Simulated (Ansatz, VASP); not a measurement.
Cu in VASP and in Ansatz

```
Cu
1.0
     0.00000    1.84295    1.84295
     1.84295    0.00000    1.84295
     1.84295    1.84295    0.00000
Cu
1
Direct
  0.00000 0.00000 0.00000
```

Alike in both runs: task single point; functional r2SCAN50; k mesh 7 × 7 × 7; occupations fermi-dirac, width 0.05 eV; no spin polarisation.

|  | VASP | Ansatz |
| --- | --- | --- |
| version | VASP 6.6.1 | Ansatz 0.2.0 |
| potentials or method | VASP PAW PBE potentials, release 64 (Cu) | Ansatz PAW |
| plane-wave cutoff (eV) | 580 | 500 |
| valence electrons in the cell | 11 | 19 |

```csv
,VASP,Ansatz,Ansatz less VASP
gap on the k mesh at the Fermi level (eV),none,none,-
pressure (GPa),-5.5,-5.3,+0.24
```

VASP's potentials were made for PBE, not for r2SCAN50. A gap of «none» marks a metal or a gap that the smearing closes. The functional is the same, so the differences come from potentials, cutoffs and numerics. VASP's potentials hold 11 valence electrons a cell and Ansatz's 19, so a difference there can come from the potentials and not from the codes.

The k mesh is coarse, so the values compare programs but aren't converged.
